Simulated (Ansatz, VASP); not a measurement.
# NaCl: VASP beside Ansatz

```
Na Cl
1.0
     3.40362   -0.05593   -0.05593
    -0.05593    3.40362   -0.05593
    -0.05593   -0.05593    3.40362
Na Cl
1 1
Direct
  0.00000 0.00000 0.00000
  0.50000 0.50000 0.50000
```

Change from the starting cell: shear_111 strain -4.8%.

Alike in both runs: task single point; functional r2SCAN; k mesh 8 × 8 × 8; no spin polarisation.

|  | VASP | Ansatz |
| --- | --- | --- |
| version | VASP 6.6.1 | Ansatz 0.2.0 |
| potentials or method | VASP PAW PBE potentials, release 64 (Na_pv, Cl) | plane waves, PAW |
| plane-wave cutoff (eV) | 520 | 500 |
| occupations | gaussian, width 0.01 eV | fixed |
| valence electrons in the cell | 14 | 16 |

Ansatz gave:

| Property | Result |
| --- | --- |
| gap on the k mesh at the Fermi level (eV) | 5.13 |
| pressure (GPa) | 1.8 |
| traceless stress, the component that is largest in VASP (GPa) | 0.11 |

What did VASP give for the same quantities?

gap on the k mesh at the Fermi level (eV): 5.16; pressure (GPa): 1.5; traceless stress, the component that is largest in VASP (GPa): 0.13.

VASP's potentials were made for PBE, not for r2SCAN. VASP's potentials hold 14 valence electrons a cell and Ansatz's 16, so a difference there can come from the potentials and not from the codes.
